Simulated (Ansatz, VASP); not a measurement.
**Sn3Se: VASP beside Ansatz**

Contents of INCAR:

```
ALGO     = Normal         # electronic algorithm
EDIFF    = 1E-6           # SCF threshold, eV
ENCUT    = 520            # plane-wave cutoff, eV
GGA      = PS             # functional
ISIF     = 2              # what is computed and relaxed
ISMEAR   = 0              # smearing method
LASPH    = True           # aspherical terms in the spheres
LCHARG   = False          # write CHGCAR
LREAL    = False          # projectors in reciprocal space
LWAVE    = False          # write WAVECAR
NBANDS   = 32             # bands
NELM     = 60             # most SCF steps
PREC     = Accurate       # precision mode
SIGMA    = 0.15           # smearing width, eV
```

The input KPOINTS:

```
k-points
0
Gamma
  12 12 12
```

The input POSCAR:

```
Sn3Se
1.0
    0.0000000000      3.6581854746      3.4752762009
    3.6581854746      0.0000000000      3.4752762009
    3.6581854746      3.6581854746      0.0000000000
Sn Se
3 1
Direct
    0.2500000000      0.2500000000      0.2500000000
    0.7500000000      0.7500000000      0.7500000000
    0.5000000000      0.5000000000      0.5000000000
    0.0000000000      0.0000000000      0.0000000000
```

Input for Ansatz:

```yaml
crystal:
  lattice:
    - [0.0, 3.6581854746, 3.4752762009]
    - [3.6581854746, 0.0, 3.4752762009]
    - [3.6581854746, 3.6581854746, 0.0]
  atoms:
    - { symbol: Sn, position: [0.25, 0.25, 0.25] }
    - { symbol: Sn, position: [0.75, 0.75, 0.75] }
    - { symbol: Sn, position: [0.5, 0.5, 0.5] }
    - { symbol: Se, position: [0.0, 0.0, 0.0] }
basis:
  ecutwfc: 420
kpoints:
  mp_grid: { grid: [12, 12, 12] }
hamiltonian:
  xc: pbesol
scf:
  occupations: { method: gaussian, width: 0.15 }
output:
  forces: true
  stress: true
  eigenvalues: true
```

Change from the starting cell: strain -0.0500 x Voigt [0, 0, 1, 0, 0, 0], atoms carried along.

Alike in both runs: task single point; functional PBEsol; k mesh 12 × 12 × 12; occupations gaussian, width 0.15 eV; no spin polarisation.

|  | VASP | Ansatz |
| --- | --- | --- |
| version | VASP 6.6.1 | Ansatz 0.2.0 |
| potentials or method | VASP PAW PBE potentials, release 64 (Sn_d, Se), cutoff 520 eV | scalar-relativistic, plane waves, PAW |
| valence electrons in the cell | 48 | 58 |

```csv
,VASP,Ansatz,Ansatz less VASP
gap on the k mesh at the Fermi level (eV),none,none,-
pressure (GPa),3.7,3.7,0.00
```

VASP's potentials were made for PBE, not for PBEsol. A gap of «none» marks a metal or a gap that the smearing closes. With one functional, cell and mesh, what is left measures potentials, basis and numerics. VASP's potentials hold 48 valence electrons a cell and Ansatz's 58, so a difference there can come from the potentials and not from the codes.
